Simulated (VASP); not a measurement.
Here is a VASP 6.6.1 calculation.

Contents of INCAR:

```
PREC = Accurate
ENCUT = 520
EDIFF = 1E-7
ISMEAR = 0
SIGMA = 0.15
LREAL = F
LASPH = T
NELM = 60
ALGO = Fast
ISIF = 2
LWAVE = F
LCHARG = T
GGA = CA
LELF = T
LVHAR = T
NBANDS = 14
```

File KPOINTS:

```
Automatic mesh
0
Gamma
  22 22 22
```

POSCAR

```
Rh
1.0
    0.0000000000      1.8540112500      1.9015500000
    1.8540112500      0.0000000000      1.9015500000
    1.8540112500      1.8540112500      0.0000000000
Rh
1
Direct
    0.0000000000      0.0000000000      0.0000000000
```

Potentials or basis: VASP PAW LDA potentials, release 64 (Rh_pv).

Launch:

```sh
$ cat potpaw_LDA.64/Rh_pv/POTCAR > POTCAR
$ mpirun -np 1 vasp_std > vasp.out
```

**Question.** Estimate the pressure.

**Answer.** 4.9 GPa.

**Question.** What does it give for the band gap on the k mesh?

**Answer.** Zero (an odd number of electrons rules out a gap without spin polarisation).

Stress tensor (GPa, compression positive):
```
7.35 0.00 0.00
0.00 7.35 0.00
0.00 0.00 0.05
```

Caveat: the cell differs from its parent crystal (strain -0.025 along x and y, +0.000 along z); the stress differs along the axes, from 0 to 7 GPa.
